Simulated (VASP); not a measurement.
Crystal: Ru.

```
Ru
1.0
     2.70580    0.00000    0.00000
    -1.35290    2.34329    0.00000
     0.00000    0.00000    4.28190
Ru
2
Direct
  0.33333 0.66667 0.25000
  0.66667 0.33333 0.75000
```

* Program: VASP 6.6.1
* Task: relaxation of cell and atoms
* Functional: PBE
* Potentials or basis: VASP PAW PBE potentials, release 64 (Ru_pv)
* Cutoff: 600 eV
* k mesh: 18 × 18 × 10
* Occupations: gaussian, width 0.1 eV
* Spin: no spin polarisation

At the start: pressure 4.3 GPa; volume 13.57 Å³/atom.

Question: Where does the relaxation end?

Answer: Over 6 steps the energy falls by 2.5 meV/atom and the volume is 13.76 Å³/atom (+1.3 %); space group P6_3/mmc (No. 194, to 0.05 Å).

Step by step:
```tsv
step	energy change (eV)	largest force (eV/Å)	pressure (GPa)	volume (Å³)
1	0.0000	0.0000	4.35	27.15
2	0.0353	0.0000	-11.14	28.62
3	-0.0049	0.0000	-0.03	27.52
4	-0.0049	0.0000	0.04	27.51
5	-0.0049	0.0000	0.05	27.51
6	-0.0050	0.0000	0.03	27.51
```

Final structure:
```yaml
crystal:
  lattice:
    - [2.71934, 0.00000, 0.00000]
    - [-1.35967, 2.35502, 0.00000]
    - [0.00000, 0.00000, 4.29617]
  atoms:
    - { symbol: Ru, position: [0.33333, 0.66667, 0.25000] }
    - { symbol: Ru, position: [0.66667, 0.33333, 0.75000] }
```
